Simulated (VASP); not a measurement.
# Ge (I4/mmm) in VASP: settings compared

Aim: see how the results for Ge move with the level of theory and the settings. Levels: PBE0, PBEsol-based global hybrid with 25 % exact exchange. Tasks: single point.

Everything below comes from runs of VASP 6.6.1. Logs are shortened: lines on timing, memory, paths and dates and some standing lists are left out, and cuts for length are marked.

## 1. The cell of the first run

Symmetry: I4/mmm, No. 139, tetragonal system. The conventional cell has a = 3.217 Å, b = 3.217 Å, c = 3.746 Å, α = 90.00°, β = 90.00°, γ = 90.00°. Within 3.9 Å of Ge (site symmetry 4/mmm) lie 14 Ge at 2.95 to 3.75 Å.

## 2. Single point, PBE0

Input file POSCAR:

```
Ge
1.0
   -1.6084200000      1.6084200000      1.8731800000
    1.6084200000     -1.6084200000      1.8731800000
    1.6084200000      1.6084200000     -1.8731800000
Ge
1
Direct
    0.5000000000      0.5000000000      0.0000000000
```

Input file INCAR.step1:

```
SYSTEM = Ge
PREC     = Accurate       ! precision mode
ENCUT    = 520            ! plane-wave cutoff, eV
EDIFF    = 1E-5           ! SCF threshold, eV
ISMEAR   = -1             ! smearing method
SIGMA    = 0.05           ! smearing width, eV
LREAL    = .False.        ! projectors in reciprocal space
LASPH    = .True.         ! aspherical terms in the spheres
NELM     = 80             ! most SCF steps
ALGO     = Normal         ! electronic algorithm
ISIF     = 2              ! what is computed and relaxed
LWAVE    = .True.         ! write WAVECAR
LCHARG   = .False.        ! write CHGCAR
GGA      = PE             ! functional
NBANDS   = 13             ! bands
```

Input file INCAR.step2:

```
SYSTEM = Ge
PREC     = Accurate       ! precision mode
ENCUT    = 520            ! plane-wave cutoff, eV
EDIFF    = 1E-7           ! SCF threshold, eV
ISMEAR   = -1             ! smearing method
SIGMA    = 0.05           ! smearing width, eV
LREAL    = .False.        ! projectors in reciprocal space
LASPH    = .True.         ! aspherical terms in the spheres
NELM     = 80             ! most SCF steps
ALGO     = Normal         ! electronic algorithm
ISIF     = 2              ! what is computed and relaxed
LWAVE    = .False.        ! write WAVECAR
LCHARG   = .False.        ! write CHGCAR
GGA      = PE             ! functional
LHFCALC  = .True.         ! exact exchange
AEXX     = 0.25           ! exact-exchange fraction
PRECFOCK = Normal       
ISTART   = 1            
NBANDS   = 13             ! bands
```

Input file KPOINTS:

```
Automatic mesh
0
Gamma
  6 6 6
  0 0 0
```

Potentials or basis: VASP PAW PBE potentials, release 64 (Ge_d).

On the command line:

```sh
> cat potpaw_PBE.64/Ge_d/POTCAR > POTCAR
> cp INCAR.step1 INCAR
> mpirun -np 1 vasp_std > vasp.out
> cp INCAR.step2 INCAR
> mpirun -np 1 vasp_std > vasp.out
```

OUTCAR:

```text
SYSTEM = Ge
   PREC = Accurate
   ENCUT = 520
   EDIFF = 1E-7
   ISMEAR = -1
   LREAL = .False.
   LASPH = .True.
   NELM = 80
   ISIF = 2
   GGA = PE
   LHFCALC = .True.
   AEXX = 0.25
   PRECFOCK = Normal
   ISTART = 1

 ion  position               nearest neighbor table
   1  0.500  0.500  0.000-

  LATTYP: Found a body centered tetragonal cell.
 ALAT       =     3.2168400000
 C/A-ratio  =     1.1646087465

  Lattice vectors:

 A1 = (  -1.6084200000,   1.6084200000,   1.8731800000)
 A2 = (   1.6084200000,  -1.6084200000,   1.8731800000)
 A3 = (   1.6084200000,   1.6084200000,  -1.8731800000)

Analysis of symmetry for initial positions (statically):
=====================================================================
 Subroutine PRICEL returns:
 Original cell was already a primitive cell.

 Routine SETGRP: Setting up the symmetry group for a
 body centered tetragonal supercell.

 Subroutine GETGRP returns: Found 16 space group operations
 (whereof 16 operations were pure point group operations)
 out of a pool of 16 trial point group operations.

The static configuration has the point symmetry D_4h.

Analysis of symmetry for dynamics (positions and initial velocities):
=====================================================================
 Subroutine PRICEL returns:
 Original cell was already a primitive cell.

 Routine SETGRP: Setting up the symmetry group for a
 body centered tetragonal supercell.

 Subroutine GETGRP returns: Found 16 space group operations
 (whereof 16 operations were pure point group operations)
 out of a pool of 16 trial point group operations.

The dynamic configuration has the point symmetry D_4h.

 Subroutine INISYM returns: Found 16 space group operations
 (whereof 16 operations are pure point group operations),
 and found     1 'primitive' translations

----------------------------------------------------------------------------------------

                                     Primitive cell

  volume of cell :      19.3838

  direct lattice vectors                    reciprocal lattice vectors
    -1.608420000  1.608420000  1.873180000     0.000000000  0.310864078  0.266925763
     1.608420000 -1.608420000  1.873180000     0.310864078  0.000000000  0.266925763
     1.608420000  1.608420000 -1.873180000     0.310864078  0.310864078  0.000000000

  length of vectors
     2.946664743  2.946664743  2.946664743     0.409738743  0.409738743  0.439628195

  position of ions in fractional coordinates (direct lattice)
     0.500000000  0.500000000  0.000000000

  ion indices of the primitive-cell ions
   primitive index   ion index
                 1           1

----------------------------------------------------------------------------------------

 KPOINTS: Automatic mesh

Automatic generation of k-mesh.
 Grid dimensions read from file:
 generate k-points for:    6    6    6

 Generating k-lattice:

  Cartesian coordinates                     Fractional coordinates (reciprocal lattice)
     0.000000000  0.051810680  0.044487627     0.166666667  0.000000000  0.000000000
     0.051810680  0.000000000  0.044487627     0.000000000  0.166666667  0.000000000
     0.051810680  0.051810680  0.000000000     0.000000000  0.000000000  0.166666667

  Length of vectors
     0.068289791  0.068289791  0.073271366

  Shift w.r.t. Gamma in fractional coordinates (k-lattice)
     0.000000000  0.000000000  0.000000000

 Subroutine IBZKPT returns following result:
 ===========================================

 Found     30 irreducible k-points:

 Following reciprocal coordinates:
            Coordinates               Weight
  0.000000  0.000000  0.000000      1.000000
  0.166667  0.000000  0.000000      8.000000
  0.333333 -0.000000  0.000000      8.000000
  0.500000 -0.000000  0.000000      4.000000
  0.166667  0.166667  0.000000      8.000000
  0.333333  0.166667  0.000000     16.000000
[... 16 lines left out ...]
 -0.333333 -0.333333  0.166667      8.000000
 -0.166667 -0.333333  0.166667      8.000000
 [... further k-points ...]
   k-points           NKPTS =     30   k-points in BZ     NKDIM =    216   number of bands    NBANDS=     13
   number of dos      NEDOS =    301   number of ions     NIONS =      1
   total plane-waves  NPLWV =  13824
   dimension x,y,z NGX =    24 NGY =   24 NGZ =   24
   dimension x,y,z NGXF=    48 NGYF=   48 NGZF=   48
   ions per type =               1
   NGX,Y,Z   is equivalent  to a cutoff of  13.54, 13.54, 13.54 a.u.
   NGXF,Y,Z  is equivalent  to a cutoff of  27.08, 27.08, 27.08 a.u.
 SYSTEM =  Ge
   PREC   = accura    normal or accurate (medium, high low for compatibility)
   ISTART =      1    job   : 0-new  1-cont  2-samecut
   ICHARG =      0    charge: 1-file 2-atom 10-const
   ISPIN  =      1    spin polarized calculation?
   LNONCOLLINEAR =      F non collinear calculations
   LSORBIT =      F    spin-orbit coupling
   LASPH  =      T    aspherical Exc in radial PAW
   ENCUT  =  520.0 eV  38.22 Ry    6.18 a.u.   5.48  5.48  5.48*2*pi/ulx,y,z
   NELM   =     80;   NELMIN=  2; NELMDL=  0     # of ELM steps
   EDIFF  = 0.1E-06   stopping-criterion for ELM
   LREAL  =      F    real-space projection
   EDIFFG = 0.1E-05   stopping-criterion for IOM
   NSW    =      0    number of steps for IOM
   IBRION =     -1    ionic relax: 0-MD 1-quasi-New 2-CG
   NFREE  =      0    steps in history (QN), initial steepest desc. (CG)
   ISIF   =      2    stress and relaxation
   ISYM   =      3    0-nonsym 1-usesym 2-fastsym
   POTIM  = 0.5000    time-step for ionic-motion
   TEBEG  =    0.0;   TEEND  =   0.0 temperature during run
   PSTRESS=    0.0 pullay stress
   NELECT =      14.0000    total number of electrons
   NUPDOWN=      -1.0000    fix difference up-down
   EMIN   =  10.00;   EMAX   =-10.00  energy-range for DOS
   EFERMI =   0.00;   METHOD = LEGACY
   ISMEAR =    -1;   SIGMA  =   0.05  broadening in eV -4-tet -1-fermi 0-gaus
   EFERMI_NEDOS =   21; number of points for ismear=-14 and -15
   IALGO  =     38    algorithm
   IMIX   =      1    mixing-type and parameters
     AMIX     =   0.40;   BMIX     =  1.00
     AMIX_MAG =   1.60;   BMIX_MAG =  1.00
  volume/ion in A,a.u.               =      19.38       130.81
  Fermi-wavevector in a.u.,A,eV,Ry     =   1.468829  2.775685 29.354024  2.157460
  Thomas-Fermi vector in A             =   2.584280
   LORBIT       =      0    0 simple, 1 ext, 2 COOP (PROOUT), +10 PAW based schemes
   GGA     = PE    functional components
   LHFCALC =     T    Hartree Fock is set to
   PRECFOCK=normal    Normal, Fast or Accurate (Low or Medium for compatibility)
   ENCUT4O =  -1.0   cutoff for four orbital integrals eV
   NKREDX  =     1    reduce k-point grid by
   NKREDY  =     1    reduce k-point grid by
   NKREDZ  =     1    reduce k-point grid by
   AEXX    =    0.2500 exact exchange contribution
   HFSCREEN=    0.0000 screening length (either q_TF or 0.3 A-1)
   HFSCREENC=   0.0000 screening length for correlation (either q_TF or 0.3 A-1)
   ENCUTFOCK=  -1.0 apply spherical cutoff to Coloumb kernel
   IVDW    =     0    specifies the selected vdW correction
   LEPSILON=     F    determine dielectric tensor
   LRPA    =     F    only Hartree local field effects (RPA)
 non-spin polarized calculation
  energy-cutoff  :      520.00
  volume of cell :       19.38
 maximum number of plane-waves:       532
 NGX is ok and might be reduce to    24
  NGX = 18; NGY = 18; NGZ = 18

 number of electron      13.9999999 magnetization

 Free energy of the ion-electron system (eV)
  ---------------------------------------------------
  ext. energy  EPLUGINS =         0.00000000
  ---------------------------------------------------
  free energy    TOTEN  =        -5.31936988 eV

  energy without entropy =       -5.31786379  energy(sigma->0) =       -5.31861684

 E-fermi :   6.7581     XC(G=0):  -8.7901

 val. band max:        6.1089452533   @ k =  -0.1667  -0.3333   0.1667
 cond. band min:       6.8602986304   @ k =  -0.3333   0.3333   0.1667
 fundamental gap:      0.7513533771
 Fermi energy:         6.7581071657

 k-point     1 :       0.0000    0.0000    0.0000
  band No.  band energies     occupation
      1     -22.1154      2.00000
      2     -22.1154      2.00000
      3     -22.0949      2.00000
      4     -22.0624      2.00000
      5     -22.0264      2.00000
      6      -8.5262      2.00000
      7      16.4936      0.00000
      8      16.8278      0.00000
      9      16.8278      0.00000
     10      21.6681      0.00000
     11      21.6681      0.00000
     12      23.0535      0.00000
     13      23.2476      0.00000

 k-point     2 :       0.1667    0.0000    0.0000
  band No.  band energies     occupation
      1     -22.1119      2.00000
      2     -22.1070      2.00000
      3     -22.0775      2.00000
      4     -22.0633      2.00000
      5     -22.0315      2.00000
      6      -7.7587      2.00000
      7      11.7575      0.00000
      8      15.2057      0.00000
      9      16.1802      0.00000
     10      20.1433      0.00000
     11      21.1429      0.00000
     12      22.8736      0.00000
     13      23.9145      0.00000

 k-point     3 :       0.3333   -0.0000    0.0000
  band No.  band energies     occupation
      1     -22.1220      2.00000
      2     -22.1021      2.00000
      3     -22.0620      2.00000
      4     -22.0344      2.00000
      5     -22.0253      2.00000
      6      -5.4698      2.00000
      7       4.5068      2.00000
      8      13.3628      0.00000
      9      15.4071      0.00000
     10      18.6305      0.00000
     11      19.0555      0.00000
     12      22.4462      0.00000
     13      26.6243      0.00000
[... 305 lines left out ...]
 k-point    23 :      -0.3333   -0.3333    0.1667
  band No.  band energies     occupation
      1     -22.1035      2.00000
      2     -22.0863      2.00000
      3     -22.0746      2.00000
      4     -22.0264      2.00000
      5     -22.0149      2.00000
      6      -2.5285      2.00000
      7       4.4016      2.00000
      8       5.6787      2.00000
      9      13.2125      0.00000
     10      17.7717      0.00000
     11      17.8868      0.00000
     12      21.5372      0.00000
     13      29.8949      0.00000

 k-point    24 :      -0.1667   -0.3333    0.1667
  band No.  band energies     occupation
      1     -22.0998      2.00000
      2     -22.0910      2.00000
      3     -22.0617      2.00000
      4     -22.0561      2.00000
      5     -22.0263      2.00000
      6      -5.1591      2.00000
      7       6.1089      2.00000
      8      11.0661      0.00000
      9      12.8917      0.00000
     10      17.7458      0.00000
     11      21.0024      0.00000
     12      22.9781      0.00000
     13      24.3413      0.00000

 [... further k-points ...]
[... 5 lines left out ...]
  --------------------------------------------------------------------------------------
  -------------------------------------------------------------------------------------
  Total        0.2436895      0.2436895     -1.0784685      0.0000000     -0.0000000      0.0000000
  in kB       20.1422933     20.1422933    -89.1414299      0.0000000     -0.0000000      0.0000000
  external PRESSURE =     -16.2856144 kB  Pullay stress =       0.0000000 kB

 VOLUME and BASIS-vectors are now :
 -----------------------------------------------------------------------------
  energy-cutoff  :      520.00
  volume of cell :       19.38
      direct lattice vectors                 reciprocal lattice vectors
    -1.608420000  1.608420000  1.873180000     0.000000000  0.310864078  0.266925763
     1.608420000 -1.608420000  1.873180000     0.310864078  0.000000000  0.266925763
     1.608420000  1.608420000 -1.873180000     0.310864078  0.310864078  0.000000000

 POSITION                                       TOTAL-FORCE (eV/Angst)
 -----------------------------------------------------------------------------------
      0.00000      0.00000      1.87318         0.000000      0.000000     -0.000000
 -----------------------------------------------------------------------------------
    total drift:                                0.000000     -0.000000     -0.000000

  FREE ENERGIE OF THE ION-ELECTRON SYSTEM (eV)
  ---------------------------------------------------
  free  energy   TOTEN  =        -5.3193698839 eV

  energy  without entropy=       -5.3178637893  energy(sigma->0) =       -5.31861684
```

Run time: 45 min. Hardware: 1 thread of Intel Xeon 8259CL, shared host; peak memory 0.15 GiB.

Results:

| Item | Value |
| --- | --- |
| Free energy | -5.3194 eV |
| Pressure | -1.6 GPa |
| Band gap on the k mesh | zero (bands 7 and 8 overlap by 13.48 eV) |

Caveat: the k points lie up to 0.43 Å⁻¹ apart, too coarse for converged energies and pressures of a metal; the PAW data sets were made with another functional, which shifts forces and pressure a little.

## 3. Single point, PBEsol-based global hybrid with 25 % exact exchange

POSCAR is that of step 2.

Input file INCAR.step1:

```
ALGO     = Normal         # electronic algorithm
EDIFF    = 1E-5           # SCF threshold, eV
ENCUT    = 520            # plane-wave cutoff, eV
GGA      = PE             # functional
ISIF     = 2              # what is computed and relaxed
ISMEAR   = -1             # smearing method
LASPH    = True           # aspherical terms in the spheres
LCHARG   = False          # write CHGCAR
LREAL    = False          # projectors in reciprocal space
LWAVE    = True           # write WAVECAR
NBANDS   = 13             # bands
NELM     = 100            # most SCF steps
PREC     = Accurate       # precision mode
SIGMA    = 0.05           # smearing width, eV
```

Input file INCAR.step2:

```
AEXX     = 0.25           # exact-exchange fraction
ALGO     = Normal         # electronic algorithm
EDIFF    = 1E-7           # SCF threshold, eV
ENCUT    = 520            # plane-wave cutoff, eV
GGA      = PS             # functional
ISIF     = 2              # what is computed and relaxed
ISMEAR   = -1             # smearing method
ISTART   = 1            
LASPH    = True           # aspherical terms in the spheres
LCHARG   = False          # write CHGCAR
LHFCALC  = True           # exact exchange
LREAL    = False          # projectors in reciprocal space
LWAVE    = False          # write WAVECAR
NBANDS   = 13             # bands
NELM     = 100            # most SCF steps
PREC     = Accurate       # precision mode
PRECFOCK = Normal       
SIGMA    = 0.05           # smearing width, eV
```

Input file KPOINTS:

```
k-points
0
Gamma
  6 6 6
```

Potentials or basis: VASP PAW PBE potentials, release 64 (Ge_d).

On the command line:

```sh
> cat potpaw_PBE.64/Ge_d/POTCAR > POTCAR
> cp INCAR.step1 INCAR
> mpirun -np 1 vasp_std > vasp.out
> cp INCAR.step2 INCAR
> mpirun -np 1 vasp_std > vasp.out
```

It took 63 min on 1 thread of Intel Xeon 8259CL, shared host; peak memory 0.16 GiB.

Results (log left out):

```
Free energy            : -5.6226 eV
Pressure               : -3.8 GPa
Band gap on the k mesh : zero (bands 7 and 8 overlap by 13.45 eV)
```

Stress tensor (GPa, compression positive):
```
 -0.16   0.00   0.00
  0.00  -0.16   0.00
  0.00   0.00 -11.07
```

Levels at points of the mesh, in eV from the Fermi level:
| k point | band 5 | band 6 | band 7 | band 8 | band 9 | band 10 |
| --- | --- | --- | --- | --- | --- | --- |
| (0.00, 0.00, 0.00) | -28.71 | -15.27 | 9.72 | 10.05 | 10.05 | 14.94 |
| (0.50, 0.00, 0.00) | -28.68 | -9.36 | -6.77 | 5.92 | 8.32 | 11.23 |
| (0.50, 0.50, 0.00) | -28.67 | -8.14 | -6.15 | 3.78 | 5.44 | 8.50 |
| (0.50, 0.50, 0.50) | -28.68 | -4.38 | -3.39 | 0.96 | 0.96 | 4.94 |

Caveat: the k points lie up to 0.43 Å⁻¹ apart, too coarse for converged energies and pressures of a metal; the PAW data sets were made with another functional, which shifts forces and pressure a little.
